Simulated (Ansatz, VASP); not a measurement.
**Two plane-wave programs on Cu**

Contents of INCAR:

```
SYSTEM = Cu
ALGO     = Fast           ! electronic algorithm
EDIFF    = 1E-6           ! SCF threshold, eV
ENCUT    = 520            ! plane-wave cutoff, eV
GGA      = PS             ! functional
ISIF     = 2              ! what is computed and relaxed
ISMEAR   = 0              ! smearing method
LASPH    = .True.         ! aspherical terms in the spheres
LCHARG   = .False.        ! write CHGCAR
LREAL    = .False.        ! projectors in reciprocal space
LWAVE    = .False.        ! write WAVECAR
NBANDS   = 18             ! bands
NELM     = 60             ! most SCF steps
PREC     = Accurate       ! precision mode
SIGMA    = 0.15           ! smearing width, eV
```

Contents of KPOINTS:

```
k-points
0
Gamma
  30 30 14
  0 0 0
```

The input POSCAR:

```
Cu
1.0
    2.4575762503      0.0000000000      0.0000000000
   -1.2287881252      2.1283234645      0.0000000000
    0.0000000000      0.0000000000      4.1165232698
Cu
2
Direct
    0.3333333333      0.6666666667      0.2500000000
    0.6666666667      0.3333333333      0.7500000000
```

Input for Ansatz:

```yaml
crystal:
  lattice:
    - [2.4575762503, 0.0, 0.0]
    - [-1.2287881252, 2.1283234645, 0.0]
    - [0.0, 0.0, 4.1165232698]
  atoms:
    - { symbol: Cu, position: [0.3333333333, 0.6666666667, 0.25] }
    - { symbol: Cu, position: [0.6666666667, 0.3333333333, 0.75] }
basis:
  ecutwfc: 420
kpoints:
  mp_grid: { grid: [30, 30, 14] }
hamiltonian:
  xc: pbesol
scf:
  occupations: { method: gaussian, width: 0.15 }
output:
  forces: true
  stress: true
  eigenvalues: true
```

Change from the starting cell: strain -0.025 along x and y, +0.000 along z, atoms carried along.

Alike in both runs: task single point; functional PBEsol; k mesh 30 × 30 × 14; occupations gaussian, width 0.15 eV; no spin polarisation.

|  | VASP | Ansatz |
| --- | --- | --- |
| version | VASP 6.6.1 | Ansatz 0.2.0 |
| potentials or method | VASP PAW PBE potentials, release 64 (Cu), cutoff 520 eV | scalar-relativistic, plane waves, PAW |
| valence electrons in the cell | 22 | 38 |

|  | VASP | Ansatz | Ansatz less VASP |
| --- | --- | --- | --- |
| gap on the k mesh at the Fermi level (eV) | none | none | - |
| pressure (GPa) | 10.5 | 9.7 | -0.80 |
| traceless stress, the component that is largest in VASP (GPa) | -3.40 | -3.38 | +0.016 |

VASP's potentials were made for PBE, not for PBEsol. A gap of «none» marks a metal or a gap that the smearing closes. With one functional, cell and mesh, what is left measures potentials, basis and numerics. VASP's potentials hold 22 valence electrons a cell and Ansatz's 38, so a difference there can come from the potentials and not from the codes.
